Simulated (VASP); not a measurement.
W: single point with PBEsol

Crystal: W.

```
CELL_PARAMETERS angstrom
4.46094 0.00000 0.00000
-2.23047 3.86329 0.00000
2.23047 1.28776 0.91059
ATOMIC_POSITIONS crystal
W 0.00000 0.00000 0.00000
```

```
Program             : VASP 6.6.1
Task                : single point
Functional          : PBEsol
Potentials or basis : VASP PAW PBE potentials, release 64 (W_sv)
Cutoff              : 520 eV
k mesh              : 9 × 9 × 37
Occupations         : gaussian, width 0.1 eV
Spin                : no spin polarisation
```

```yaml
Pressure: 0.7 GPa
Band_gap_on_the_k_mesh: zero (bands 7 and 8 overlap by 6.06 eV)
```

Levels at points of the mesh, in eV from the Fermi level:
```
           k point  band 3  band 4  band 5  band 6  band 7  band 8  band 9  band 10  band 11  band 12
(0.00, 0.00, 0.00)  -37.71  -37.71   -9.74   -1.28   -1.28   -1.28    2.23     2.23    14.54    14.54
```

Run time: 15 min on 1 thread of AMD EPYC 7R43 64-Core Processor (Zen 3), on a shared host, peak memory 0.38 GiB.

Caveat: the PAW data sets were made with another functional, which shifts forces and pressure a little; spin-orbit coupling is left out, which moves the levels of the heavy elements.
